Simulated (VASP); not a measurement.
**Mg: relaxation of volume and atoms at fixed shape with PBEsol**

Crystal: Mg.

```
CELL_PARAMETERS angstrom
3.20930 0.00000 0.00000
-1.60465 2.77934 0.00000
0.00000 0.00000 5.21030
ATOMIC_POSITIONS crystal
Mg 0.33333 0.66667 0.25000
Mg 0.66667 0.33333 0.75000
```

- Program: VASP 6.6.1
- Task: relaxation of volume and atoms at fixed shape
- Functional: PBEsol
- Potentials or basis: VASP PAW PBE potentials, release 64 (Mg)
- Cutoff: 600 eV
- k mesh: 8 × 8 × 5
- Occupations: methfessel-paxton, width 0.05 eV
- Spin: no spin polarisation
- Dipole correction: no
- Further INCAR settings: ALGO = Normal; EDIFF = 1e-07; IBRION = 2; EDIFFG = -0.03; NSW = 80; ISIF = 8

* Relaxed volume: 22.54 Å³/atom
* Relaxed cell: a = 3.177 Å, b = 3.177 Å, c = 5.158 Å, α = 90.00°, β = 90.00°, γ = 120.00°
* Space group after relaxing (to 0.05 Å): P6_3/mmc (No. 194)
* Energy gained by relaxing: 2.4 meV/atom
* Ionic steps: 3
* Pressure after relaxing: 0.0 GPa
* Band gap on the k mesh: zero (band 2 reaches 3.69 eV, above the bottom of band 3 at 1.45 eV)

Stress tensor (GPa, compression positive):
```
-0.15  0.00  0.00
 0.00 -0.15  0.00
 0.00  0.00  0.27
```

Step by step:
```
step  energy change (eV)  largest force (eV/Å)  pressure (GPa)  volume (Å³)
   1              0.0000                0.0000           -1.09        46.47
   2             -0.0046                0.0000           -0.28        45.42
   3             -0.0049                0.0000           -0.01        45.08
```

Final structure:
```xyz
2
Lattice="3.1768 0.0000 0.0000 -1.5884 2.7512 0.0000 0.0000 0.0000 5.1576" Properties=species:S:1:pos:R:3 pbc="T T T"
Mg    0.0000    1.8341    1.2894
Mg    1.5884    0.9171    3.8682
```

Levels at points of the mesh, in eV from the Fermi level:
```tsv
k point	band 1	band 2	band 3	band 4	band 5	band 6
(0.00, 0.00, 0.00)	-6.98	-1.69	-1.20	11.06	11.06	11.22
(0.50, 0.00, 0.00)	-2.15	-2.12	2.71	3.05	3.36	3.78
```

Wall time 19 s on 1 thread of Intel(R) Xeon(R) Platinum 8559C (Emerald Rapids), with other jobs on the host, peak memory 0.18 GiB.

Caveat: the PAW data sets were made with another functional, which shifts forces and pressure a little.
